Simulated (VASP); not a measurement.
Wanted: the native input for a VASP 6.6.1 run.

| Quantity | Value |
| --- | --- |
| Task | single point |
| Functional | RPBE |
| Potentials or basis | VASP PAW PBE potentials, release 64 (Hg) |
| Cutoff | 520 eV |
| k mesh | 9 × 9 × 9 |
| Occupations | fermi-dirac, width 0.1 eV |
| Spin | no spin polarisation |
| Dipole correction | no |
| Further INCAR settings | ALGO = Normal; EDIFF = 1e-06; NBANDS = 12 |

The structure of Hg lies in POSCAR:

```
Hg
1.0
   -3.0679428315      3.0679428315      3.0679428315
    3.0679428315     -3.0679428315      3.0679428315
    3.0679428315      3.0679428315     -3.0679428315
Hg
1
Direct
    0.0000000000      0.0000000000      0.0000000000
```

This cell differs from its parent crystal: volume scaled by 1.12.

One way to write it, as run:

INCAR

```
ALGO     = Normal         # electronic algorithm
EDIFF    = 1E-6           # SCF threshold, eV
ENCUT    = 520            # plane-wave cutoff, eV
GGA      = RP             # functional
ISIF     = 2              # what is computed and relaxed
ISMEAR   = -1             # smearing method
LASPH    = T              # aspherical terms in the spheres
LCHARG   = F              # write CHGCAR
LREAL    = F              # projectors in reciprocal space
LWAVE    = F              # write WAVECAR
NBANDS   = 12             # bands
NELM     = 100            # most SCF steps
PREC     = Accurate       # precision mode
SIGMA    = 0.1            # smearing width, eV
```

KPOINTS

```
k-points
0
Gamma
  9 9 9
```

Potentials or basis: VASP PAW PBE potentials, release 64 (Hg).

The run is started by

```bash
$ cat potpaw_PBE.64/Hg/POTCAR > POTCAR
$ mpirun -np 1 vasp_std > vasp.out
```

Results of the run:

```yaml
Pressure: 0.0 GPa
Band_gap_on_the_k_mesh: 4.28 eV, indirect (least direct gap 4.56 eV)
```

Caveat: the PAW data sets were made with another functional, which shifts forces and pressure a little; spin-orbit coupling is left out, which moves the levels of the heavy elements.

Run time: 16 s on 1 thread of AMD EPYC 9R45 96-Core Processor (Zen 5) (shared host), peak memory 0.22 GiB.
